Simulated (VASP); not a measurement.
ZnS:

```
Zn S
1.0
     3.81100    0.00000    0.00000
    -1.90550    3.30042    0.00000
     0.00000    0.00000    6.23400
Zn S
2 2
Direct
  0.66667 0.33333 0.50000
  0.33333 0.66667 0.00000
  0.66667 0.33333 0.88500
  0.33333 0.66667 0.38500
```

Program: VASP 6.6.1. Alike in all runs: potentials or basis VASP PAW PBE potentials, release 64 (Zn, S); no spin polarisation; cell as given; cutoff (eV) 520.

Q: Order these runs on this cell by their pressure, lowest first.
A. level r2SCAN+D4; k mesh 8 × 8 × 5; smearing fermi-dirac 0.05 eV; dipole correction no
B. level PBE exchange alone; k mesh 8 × 8 × 5; smearing fermi-dirac 0.05 eV; dipole correction no
C. level HF; k mesh 4 × 4 × 3; smearing fermi-dirac 0.05 eV; grid for exact exchange (PRECFOCK) Normal; share of exact exchange 1; dipole correction no
D. level HSE03; k mesh 6 × 6 × 4; smearing gaussian 0.02 eV; grid for exact exchange (PRECFOCK) Fast; share of exact exchange 0.25; screening parameter 0.3 1/Å
E. level B3LYP; k mesh 4 × 4 × 3; smearing fermi-dirac 0.05 eV; grid for exact exchange (PRECFOCK) Normal; share of exact exchange 0.2; dipole correction no

A: A (-0.7 GPa), D (1.9 GPa), E (4.6 GPa), C (8.9 GPa), B (13.1 GPa).

Caveats: some runs use coarse meshes; the PAW data sets were made with another functional, which shifts forces and pressure a little (at least some runs); the cell stands under pressure (at least some runs).
